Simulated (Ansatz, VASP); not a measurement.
## Two plane-wave programs on SnPb3S4

The input INCAR:

```
SYSTEM = SnPb3S4
PREC     = Accurate       ! precision mode
ENCUT    = 520            ! plane-wave cutoff, eV
EDIFF    = 1E-6           ! SCF threshold, eV
ISMEAR   = 0              ! smearing method
SIGMA    = 0.1            ! smearing width, eV
LREAL    = .FALSE.        ! projectors in reciprocal space
LASPH    = .TRUE.         ! aspherical terms in the spheres
NELM     = 80             ! most SCF steps
ALGO     = Normal         ! electronic algorithm
ISIF     = 2              ! what is computed and relaxed
LWAVE    = .FALSE.        ! write WAVECAR
LCHARG   = .FALSE.        ! write CHGCAR
GGA      = PE             ! functional
NBANDS   = 50             ! bands
```

The input KPOINTS:

```
Automatic mesh
0
G
  4 4 4
  0 0 0
```

POSCAR

```
SnPb3S4
1.0
    0.0000000000      5.9735700000      4.2442260000
    4.2417690000      0.0000000000      4.2442260000
    4.2417690000      5.9735700000      0.0000000000
Sn Pb S
1 3 4
Direct
    0.4837960000      0.4837960000      0.5162040000
    0.7452780000      0.7452780000      0.7547220000
    0.2452780000      0.2452780000      0.2547220000
    0.9940910000      0.9940910000      0.0059090000
    0.4998870000      0.0319250000      0.5001130000
    0.2514650000      0.7475210000      0.2524790000
    0.0319250000      0.4998870000      0.9680750000
    0.7475210000      0.2514650000      0.7485350000
```

Input for Ansatz:

```yaml
crystal:
  lattice:
    - [0.0, 5.97357, 4.244226]
    - [4.241769, 0.0, 4.244226]
    - [4.241769, 5.97357, 0.0]
  atoms:
    - { symbol: Sn, position: [0.483796, 0.483796, 0.516204] }
    - { symbol: Pb, position: [0.745278, 0.745278, 0.754722] }
    - { symbol: Pb, position: [0.245278, 0.245278, 0.254722] }
    - { symbol: Pb, position: [0.994091, 0.994091, 0.005909] }
    - { symbol: S, position: [0.499887, 0.031925, 0.500113] }
    - { symbol: S, position: [0.251465, 0.747521, 0.252479] }
    - { symbol: S, position: [0.031925, 0.499887, 0.968075] }
    - { symbol: S, position: [0.747521, 0.251465, 0.748535] }
basis:
  ecutwfc: 420
kpoints:
  mp_grid: { grid: [4, 4, 4] }
hamiltonian:
  xc: pbe
scf:
  occupations: { method: gaussian, width: 0.1 }
  lower_state_search: "off"
output:
  forces: true
  stress: true
  eigenvalues: true
```

Alike in both runs: task single point; functional PBE; k mesh 4 × 4 × 4; occupations gaussian, width 0.1 eV; no spin polarisation.

|  | VASP | Ansatz |
| --- | --- | --- |
| version | VASP 6.6.1 | Ansatz 0.2.0 |
| potentials or method | VASP PAW PBE potentials, release 64 (Sn_d, Pb_d, S), cutoff 520 eV | scalar-relativistic, plane waves, PAW |
| valence electrons in the cell | 80 | 80 |

|  | VASP | Ansatz | Ansatz less VASP |
| --- | --- | --- | --- |
| gap on the k mesh at the Fermi level (eV) | 0.06 | 0.06 | 0.000 |
| least direct gap on the mesh (eV) | 0.09 | 0.09 | +0.004 |
| pressure (GPa) | 0.0 | 0.1 | +0.07 |
| traceless stress, the component that is largest in VASP (GPa) | -0.25 | -0.26 | 0.000 |
| rms of the force components (eV/Å) | 0.009 | 0.011 | +0.0015 |

Atom by atom the forces differ by 0.002 eV/Å (rms over components).

Spin-orbit coupling is off throughout.
